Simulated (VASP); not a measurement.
# NiO (Fm-3m) in VASP: a series of runs

Runs on NiO. Level: r2SCAN. Tasks: single point.

Program: VASP 6.6.1. These are calculated values, not measurements. Logs are shortened: lines on timing, memory, paths and dates and some standing lists are left out, and cuts for length are marked.

**1. The cell of the first run**

It takes space group Fm-3m (No. 225, cubic). Conventional cell: a = 4.146 Å, b = 4.146 Å, c = 4.146 Å, α = 90.00°, β = 90.00°, γ = 90.00°. Ni (site symmetry m-3m) has 6 O at 2.07 Å within 2.7 Å. O (site symmetry m-3m) has 6 Ni at 2.07 Å within 2.7 Å.

**2. Single point, r2SCAN, collinear spin, ferromagnetic start (8.91 Å³/atom)**

The input, POSCAR:

```
NiO
1.0
    0.0000000000      2.0730565216      2.0730565216
    2.0730565216      0.0000000000      2.0730565216
    2.0730565216      2.0730565216      0.0000000000
Ni O
1 1
Direct
    0.0000000000      0.0000000000      0.0000000000
    0.5000000000      0.5000000000      0.5000000000
```

The input, INCAR.step1:

```
PREC = Accurate
ENCUT = 660
ISMEAR = 0
SIGMA = 0.02
LREAL = F
LASPH = T
NELM = 200
ISPIN = 2
MAGMOM = 1.84 0.31
LMAXMIX = 4
NBANDS = 23
GGA = PE
ALGO = Normal
EDIFF = 1E-5
LWAVE = T
LCHARG = F
GGA_COMPAT = F
```

The input, INCAR.step2:

```
PREC = Accurate
ENCUT = 660
EDIFF = 1E-6
ISMEAR = 0
SIGMA = 0.02
LREAL = F
LASPH = T
NELM = 200
ALGO = Normal
ISIF = 2
LWAVE = F
LCHARG = F
ISPIN = 2
MAGMOM = 1.84 0.31
LORBIT = 11
LMAXMIX = 4
METAGGA = R2SCAN
LMIXTAU = T
NBANDS = 23
ISTART = 1
GGA_COMPAT = F
```

The input, KPOINTS:

```
Automatic mesh
0
Gamma
  12 12 12
```

Potentials or basis: VASP PAW PBE potentials, release 64 (Ni_sv_GW, O).

Started as:

```
$ cat potpaw_PBE.64/Ni_sv_GW/POTCAR potpaw_PBE.64/O/POTCAR > POTCAR
$ cp INCAR.step1 INCAR
$ mpirun -np 1 vasp_std > vasp.out
$ cp INCAR.step2 INCAR
$ mpirun -np 1 vasp_std > vasp.out
```

OUTCAR:

```text
PREC = Accurate
   ENCUT = 660
   EDIFF = 1E-6
   ISMEAR = 0
   LREAL = F
   LASPH = T
   NELM = 200
   ISIF = 2
   ISPIN = 2
   LORBIT = 11
   METAGGA = R2SCAN
   ISTART = 1

 ion  position               nearest neighbor table
   1  0.000  0.000  0.000-   2 2.07   2 2.07   2 2.07   2 2.07   2 2.07   2 2.07
   2  0.500  0.500  0.500-   1 2.07   1 2.07   1 2.07   1 2.07   1 2.07   1 2.07

  LATTYP: Found a face centered cubic cell.
 ALAT       =     4.1461130432

  Lattice vectors:

 A1 = (   0.0000000000,   2.0730565216,   2.0730565216)
 A2 = (   2.0730565216,   0.0000000000,   2.0730565216)
 A3 = (   2.0730565216,   2.0730565216,   0.0000000000)

Analysis of symmetry for initial positions (statically):
=====================================================================
 Subroutine PRICEL returns:
 Original cell was already a primitive cell.

 Routine SETGRP: Setting up the symmetry group for a
 face centered cubic supercell.

 Subroutine GETGRP returns: Found 48 space group operations
 (whereof 48 operations were pure point group operations)
 out of a pool of 48 trial point group operations.

The static configuration has the point symmetry O_h .

Analysis of symmetry for dynamics (positions and initial velocities):
=====================================================================
 Subroutine PRICEL returns:
 Original cell was already a primitive cell.

 Routine SETGRP: Setting up the symmetry group for a
 face centered cubic supercell.

 Subroutine GETGRP returns: Found 48 space group operations
 (whereof 48 operations were pure point group operations)
 out of a pool of 48 trial point group operations.

The dynamic configuration has the point symmetry O_h .

Analysis of structural, dynamic, and magnetic symmetry:
=====================================================================
 Subroutine PRICEL returns:
 Original cell was already a primitive cell.

 Routine SETGRP: Setting up the symmetry group for a
 face centered cubic supercell.

 Subroutine GETGRP returns: Found 48 space group operations
 (whereof 48 operations were pure point group operations)
 out of a pool of 48 trial point group operations.

The overall configuration has the point symmetry O_h .

 Subroutine INISYM returns: Found 48 space group operations
 (whereof 48 operations are pure point group operations),
 and found     1 'primitive' translations

----------------------------------------------------------------------------------------

                                     Primitive cell

  volume of cell :      17.8182

  direct lattice vectors                    reciprocal lattice vectors
     0.000000000  2.073056522  2.073056522    -0.241189758  0.241189758  0.241189758
     2.073056522  0.000000000  2.073056522     0.241189758 -0.241189758  0.241189758
     2.073056522  2.073056522  0.000000000     0.241189758  0.241189758 -0.241189758

  length of vectors
     2.931744648  2.931744648  2.931744648     0.417752914  0.417752914  0.417752914

  position of ions in fractional coordinates (direct lattice)
     0.000000000  0.000000000  0.000000000
     0.500000000  0.500000000  0.500000000

  ion indices of the primitive-cell ions
   primitive index   ion index
                 1           1
                 2           2

----------------------------------------------------------------------------------------

 KPOINTS: Automatic mesh

Automatic generation of k-mesh.
 Grid dimensions read from file:
 generate k-points for:   12   12   12

 Generating k-lattice:

  Cartesian coordinates                     Fractional coordinates (reciprocal lattice)
    -0.020099146  0.020099146  0.020099146     0.083333333  0.000000000  0.000000000
     0.020099146 -0.020099146  0.020099146     0.000000000  0.083333333  0.000000000
     0.020099146  0.020099146 -0.020099146     0.000000000  0.000000000  0.083333333

  Length of vectors
     0.034812743  0.034812743  0.034812743

  Shift w.r.t. Gamma in fractional coordinates (k-lattice)
     0.000000000  0.000000000  0.000000000

 Subroutine IBZKPT returns following result:
 ===========================================

 Found     72 irreducible k-points:

 Following reciprocal coordinates:
            Coordinates               Weight
  0.000000  0.000000  0.000000      1.000000
  0.083333  0.000000  0.000000      8.000000
  0.166667  0.000000  0.000000      8.000000
  0.250000  0.000000  0.000000      8.000000
  0.333333  0.000000  0.000000      8.000000
  0.416667  0.000000  0.000000      8.000000
[... 16 lines left out ...]
  0.500000  0.166667  0.000000     24.000000
 -0.416667  0.166667  0.000000     24.000000
 [... further k-points ...]
   k-points           NKPTS =     72   k-points in BZ     NKDIM =     72   number of bands    NBANDS=     23
   number of dos      NEDOS =    301   number of ions     NIONS =      2
   total plane-waves  NPLWV =  21952
   dimension x,y,z NGX =    28 NGY =   28 NGZ =   28
   dimension x,y,z NGXF=    56 NGYF=   56 NGZF=   56
   ions per type =               1   1
   NGX,Y,Z   is equivalent  to a cutoff of  15.88, 15.88, 15.88 a.u.
   NGXF,Y,Z  is equivalent  to a cutoff of  31.76, 31.76, 31.76 a.u.
 SYSTEM =  unknown system
   PREC   = accura    normal or accurate (medium, high low for compatibility)
   ISTART =      1    job   : 0-new  1-cont  2-samecut
   ICHARG =      0    charge: 1-file 2-atom 10-const
   ISPIN  =      2    spin polarized calculation?
   LNONCOLLINEAR =      F non collinear calculations
   LSORBIT =      F    spin-orbit coupling
   LASPH  =      T    aspherical Exc in radial PAW
   ENCUT  =  660.0 eV  48.51 Ry    6.96 a.u.   6.14  6.14  6.14*2*pi/ulx,y,z
   NELM   =    200;   NELMIN=  2; NELMDL=  0     # of ELM steps
   EDIFF  = 0.1E-05   stopping-criterion for ELM
   LREAL  =      F    real-space projection
   EDIFFG = 0.1E-04   stopping-criterion for IOM
   NSW    =      0    number of steps for IOM
   IBRION =     -1    ionic relax: 0-MD 1-quasi-New 2-CG
   NFREE  =      0    steps in history (QN), initial steepest desc. (CG)
   ISIF   =      2    stress and relaxation
   ISYM   =      2    0-nonsym 1-usesym 2-fastsym
   POTIM  = 0.5000    time-step for ionic-motion
   TEBEG  =    0.0;   TEEND  =   0.0 temperature during run
   PSTRESS=    0.0 pullay stress
   NELECT =      24.0000    total number of electrons
   NUPDOWN=      -1.0000    fix difference up-down
   EMIN   =  10.00;   EMAX   =-10.00  energy-range for DOS
   EFERMI =   0.00;   METHOD = LEGACY
   ISMEAR =     0;   SIGMA  =   0.02  broadening in eV -4-tet -1-fermi 0-gaus
   EFERMI_NEDOS =   21; number of points for ismear=-14 and -15
   IALGO  =     38    algorithm
   IMIX   =      4    mixing-type and parameters
     AMIX     =   0.40;   BMIX     =  1.00
     AMIX_MAG =   1.60;   BMIX_MAG =  1.00
  volume/ion in A,a.u.               =       8.91        60.12
  Fermi-wavevector in a.u.,A,eV,Ry     =   1.807968  3.416564 44.474027  3.268749
  Thomas-Fermi vector in A             =   2.867143
   LORBIT       =     11    0 simple, 1 ext, 2 COOP (PROOUT), +10 PAW based schemes
   METAGGA = R2SCAN    functional components
   LHFCALC =     F    Hartree Fock is set to
   AEXX    =    0.0000 exact exchange contribution
   IVDW    =     0    specifies the selected vdW correction
   LEPSILON=     F    determine dielectric tensor
   LRPA    =     F    only Hartree local field effects (RPA)
 spin polarized calculation
 Gauss-broadening in eV      SIGMA  =   0.02
  energy-cutoff  :      660.00
  volume of cell :       17.82
 maximum number of plane-waves:       701
 NGX is ok and might be reduce to    28
   NGX = 13   NGY = 13   NGZ = 13

 number of electron      24.0000009 magnetization       2.0000935

 Free energy of the ion-electron system (eV)
  ---------------------------------------------------
  ext. energy  EPLUGINS =         0.00000000
  ---------------------------------------------------
  free energy    TOTEN  =       -21.09913063 eV

  energy without entropy =      -21.09913063  energy(sigma->0) =      -21.09913063

 E-fermi :   7.4290     XC(G=0): -13.9840

 val. band max:        6.9479165009   @ k =   0.5000   0.0000   0.0000
 cond. band min:       7.6868642116   @ k =   0.0000   0.0000   0.0000
 fundamental gap:      0.7389477108
 Fermi energy:         7.4290343932

 spin component 1

 k-point     1 :       0.0000    0.0000    0.0000
  band No.  band energies     occupation
      1    -101.8560      1.00000
      2     -60.7543      1.00000
      3     -60.7543      1.00000
      4     -60.7542      1.00000
      5     -14.4323      1.00000
      6       2.8918      1.00000
[... 15 lines left out ...]
     22      33.8664      0.00000
     23      33.8664      0.00000

 k-point     2 :       0.0833    0.0000    0.0000
  band No.  band energies     occupation
      1    -101.8553      1.00000
      2     -60.7560      1.00000
      3     -60.7542      1.00000
      4     -60.7541      1.00000
      5     -14.3515      1.00000
      6       2.4992      1.00000
[... 15 lines left out ...]
     22      35.2106      0.00000
     23      35.2107      0.00000

 k-point     3 :       0.1667    0.0000    0.0000
  band No.  band energies     occupation
      1    -101.8548      1.00000
      2     -60.7614      1.00000
      3     -60.7551      1.00000
      4     -60.7550      1.00000
      5     -14.1227      1.00000
      6       1.8599      1.00000
[... 15 lines left out ...]
     22      37.5609      0.00000
     23      37.5610      0.00000
[... 495 lines left out ...]
 k-point    23 :       0.5000    0.1667    0.0000
  band No.  band energies     occupation
      1    -101.8528      1.00000
      2     -60.7821      1.00000
      3     -60.7625      1.00000
      4     -60.7599      1.00000
      5     -13.0231      1.00000
      6      -0.9649      1.00000
[... 15 lines left out ...]
     22      37.9950      0.00000
     23      39.6127      0.00000

 k-point    24 :      -0.4167    0.1667    0.0000
  band No.  band energies     occupation
      1    -101.8527      1.00000
      2     -60.7824      1.00000
      3     -60.7637      1.00000
      4     -60.7591      1.00000
      5     -12.9875      1.00000
      6      -1.0509      1.00000
[... 15 lines left out ...]
     22      38.8109      0.00000
     23      39.0292      0.00000

 [... further k-points ...]

 spin component 2

 k-point     1 :       0.0000    0.0000    0.0000
  band No.  band energies     occupation
      1     -98.7001      1.00000
      2     -57.7515      1.00000
      3     -57.7515      1.00000
      4     -57.7445      1.00000
      5     -13.9174      1.00000
      6       4.6377      1.00000
[... 15 lines left out ...]
     22      34.9800      0.00000
     23      34.9812      0.00000

 k-point     2 :       0.0833    0.0000    0.0000
  band No.  band energies     occupation
      1     -98.6995      1.00000
      2     -57.7531      1.00000
      3     -57.7515      1.00000
      4     -57.7451      1.00000
      5     -13.8324      1.00000
      6       3.7580      1.00000
[... 15 lines left out ...]
     22      36.2812      0.00000
     23      36.2816      0.00000

 k-point     3 :       0.1667    0.0000    0.0000
  band No.  band energies     occupation
      1     -98.6988      1.00000
      2     -57.7588      1.00000
      3     -57.7525      1.00000
      4     -57.7469      1.00000
      5     -13.5915      1.00000
      6       2.4752      1.00000
[... 15 lines left out ...]
     22      38.6230      0.00000
     23      38.6233      0.00000
[... 495 lines left out ...]
 k-point    23 :       0.5000    0.1667    0.0000
  band No.  band energies     occupation
      1     -98.6963      1.00000
      2     -57.7821      1.00000
      3     -57.7583      1.00000
      4     -57.7570      1.00000
      5     -12.4069      1.00000
      6      -0.5095      1.00000
[... 15 lines left out ...]
     22      38.5562      0.00000
     23      40.3552      0.00000

 k-point    24 :      -0.4167    0.1667    0.0000
  band No.  band energies     occupation
      1     -98.6962      1.00000
      2     -57.7832      1.00000
      3     -57.7577      1.00000
      4     -57.7574      1.00000
      5     -12.3698      1.00000
      6      -0.5883      1.00000
[... 15 lines left out ...]
     22      39.4454      0.00000
     23      39.7126      0.00000

 [... further k-points ...]
[... 5 lines left out ...]
  --------------------------------------------------------------------------------------
  -------------------------------------------------------------------------------------
  Total        0.5601123      0.5601123      0.5601123      0.0000000      0.0000000      0.0000000
  in kB       50.3642341     50.3642341     50.3642341      0.0000000      0.0000000      0.0000000
  external PRESSURE =      50.3642341 kB  Pullay stress =       0.0000000 kB

 VOLUME and BASIS-vectors are now :
 -----------------------------------------------------------------------------
  energy-cutoff  :      660.00
  volume of cell :       17.82
      direct lattice vectors                 reciprocal lattice vectors
     0.000000000  2.073056522  2.073056522    -0.241189758  0.241189758  0.241189758
     2.073056522  0.000000000  2.073056522     0.241189758 -0.241189758  0.241189758
     2.073056522  2.073056522  0.000000000     0.241189758  0.241189758 -0.241189758

 POSITION                                       TOTAL-FORCE (eV/Angst)
 -----------------------------------------------------------------------------------
      0.00000      0.00000      0.00000        -0.000000      0.000000     -0.000000
      2.07306      2.07306      2.07306         0.000000     -0.000000      0.000000
 -----------------------------------------------------------------------------------
    total drift:                               -0.000000      0.000000      0.000000

  FREE ENERGIE OF THE ION-ELECTRON SYSTEM (eV)
  ---------------------------------------------------
  free  energy   TOTEN  =       -21.0991306299 eV

  energy  without entropy=      -21.0991306299  energy(sigma->0) =      -21.09913063

 total charge

# of ion       s       p       d       f       tot
--------------------------------------------------
    1        2.150   6.225   7.744   0.011  16.129
    2        1.551   3.516   0.000   0.000   5.067
--------------------------------------------------
tot          3.701   9.741   7.744   0.011  21.196

 magnetization (x)

# of ion       s       p       d       f       tot
--------------------------------------------------
    1        0.007   0.010   1.683   0.000   1.700
    2        0.029   0.241   0.000   0.000   0.271
--------------------------------------------------
tot          0.037   0.251   1.683   0.000   1.971
```

Run time: 3.7 min. Hardware: 1 thread of Intel Xeon 6975P-C (Granite Rapids), shared host; peak memory 0.24 GiB.

What came out:

| Property | Result |
| --- | --- |
| Free energy | -21.0991 eV |
| Pressure | 5.0 GPa |
| Band gap on the k mesh | 0.74 eV (least direct gap 1.82 eV) |
| Net moment | 2.00 μB per cell |
| Site moments | Ni +1.70; O +0.27 μB |
| Valence electrons inside the program's atomic spheres | Ni 16.13; O 5.07 |

Caveat: the cell stands under pressure; the PAW data sets were made with another functional, which shifts forces and pressure a little; a cell with one magnetic atom can't hold antiferromagnetic order, which such compounds often take. A k mesh can miss the band edges.

**3. Single point, r2SCAN, collinear spin, ferromagnetic start (9.46 Å³/atom)**

This run uses another cell than the first one, of 9.46 Å³/atom.

The input, POSCAR:

```
NiO
1.0
    0.0000000000      2.1149477378      2.1149477378
    2.1149477378      0.0000000000      2.1149477378
    2.1149477378      2.1149477378      0.0000000000
Ni O
1 1
Direct
    0.0000000000      0.0000000000      0.0000000000
    0.5000000000      0.5000000000      0.5000000000
```

The input, INCAR.step1:

```
PREC = Accurate ; ENCUT = 660
ISMEAR = 0 ; SIGMA = 0.02
LREAL = F ; LASPH = T
NELM = 200 ; ISPIN = 2
MAGMOM = 1.84 0.31 ; LMAXMIX = 4
NBANDS = 23 ; GGA = PE
ALGO = Normal ; EDIFF = 1E-5
LWAVE = T ; LCHARG = F
GGA_COMPAT = F
```

The input, INCAR.step2:

```
PREC = Accurate ; ENCUT = 660
EDIFF = 1E-6 ; ISMEAR = 0
SIGMA = 0.02 ; LREAL = F
LASPH = T ; NELM = 200
ALGO = Normal ; ISIF = 2
LWAVE = F ; LCHARG = F
ISPIN = 2 ; MAGMOM = 1.84 0.31
LORBIT = 11 ; LMAXMIX = 4
METAGGA = R2SCAN ; LMIXTAU = T
NBANDS = 23 ; ISTART = 1
GGA_COMPAT = F
```

KPOINTS is that of step 2.

Potentials or basis: VASP PAW PBE potentials, release 64 (Ni_sv_GW, O).

Started as:

```
$ cat potpaw_PBE.64/Ni_sv_GW/POTCAR potpaw_PBE.64/O/POTCAR > POTCAR
$ cp INCAR.step1 INCAR
$ mpirun -np 1 vasp_std > vasp.out
$ cp INCAR.step2 INCAR
$ mpirun -np 1 vasp_std > vasp.out
```

Run time: 4.5 min. Hardware: 1 thread of Intel Xeon Platinum 8488C (Sapphire Rapids), shared host; peak memory 0.24 GiB.

The run converged. Its results:

```
Free energy                                           : -21.1017 eV
Pressure                                              : -7.8 GPa
Band gap on the k mesh                                : 0.95 eV (least direct gap 1.90 eV)
Net moment                                            : 2.00 μB per cell
Site moments                                          : Ni +1.71; O +0.26 μB
Valence electrons inside the program's atomic spheres : Ni 16.08; O 5.03
```

Levels at points of the mesh, in eV from the valence-band top:
Spin up:
```tsv
k point	band 9	band 10	band 11	band 12	band 13	band 14	band 15	band 16	band 17	band 18
(0.00, 0.00, 0.00)	-2.95	-2.95	-2.60	-2.60	-2.60	1.99	18.63	19.39	19.39	19.39
(0.50, 0.00, 0.00)	-2.40	-2.40	-1.74	0.00	0.00	6.25	10.58	14.63	14.63	21.67
(0.50, 0.50, 0.00)	-3.67	-3.60	-3.10	-2.08	-2.08	6.57	11.39	12.65	17.30	17.30
```
Spin down:
| k point | band 9 | band 10 | band 11 | band 12 | band 13 | band 14 |
| --- | --- | --- | --- | --- | --- | --- |
| (0.00, 0.00, 0.00) | -1.97 | -1.97 | -1.97 | 0.95 | 0.96 | 2.55 |
| (0.50, 0.00, 0.00) | -1.15 | -1.15 | -0.81 | 3.56 | 3.56 | 6.59 |
| (0.50, 0.50, 0.00) | -2.88 | -1.11 | -1.11 | 1.39 | 1.88 | 7.20 |

Caveat: the cell stands under tension; the PAW data sets were made with another functional, which shifts forces and pressure a little; a cell with one magnetic atom can't hold antiferromagnetic order, which such compounds often take.

(Continued in part 2 of 2.)
